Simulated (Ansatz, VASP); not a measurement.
**One calculation of Mg3BiSb, two programs**

```xyz
5
Lattice="4.6161 0.0000 0.0000 -2.3081 3.9977 0.0000 0.0000 0.0000 7.3220" Properties=species:S:1:pos:R:3 pbc="T T T"
Mg    0.0000    0.0000    0.0365
Mg    0.0000    2.6651    2.6679
Mg    2.3081    1.3326    4.5916
Sb    2.3081    1.3326    1.6699
Bi    0.0000    2.6651    5.6782
```

Alike in both runs: task single point; functional PBE; k mesh 6 × 6 × 4; occupations fermi-dirac, width 0.02 eV; no spin polarisation.

|  | VASP | Ansatz |
| --- | --- | --- |
| version | VASP 6.6.1 | Ansatz 0.2.0 |
| potentials or method | VASP PAW PBE potentials, release 64 (Mg, Sb, Bi_d) | plane waves, PAW |
| plane-wave cutoff (eV) | 520 | 420 |
| valence electrons in the cell | 26 | 60 |

Ansatz gave:

```
pressure (GPa)                                                : 1.0
traceless stress, the component that is largest in VASP (GPa) : -0.16
rms of the force components (eV/Å)                            : 0.063
```

Question: Which values does VASP return?

Answer: Pressure (GPa): 0.9; traceless stress, the component that is largest in VASP (GPa): -0.15; rms of the force components (eV/Å): 0.065.

Atom by atom the forces differ by 0.006 eV/Å (rms over components). VASP's potentials hold 26 valence electrons a cell and Ansatz's 60, so a difference there can come from the potentials and not from the codes.

Neither program's run includes spin-orbit coupling.
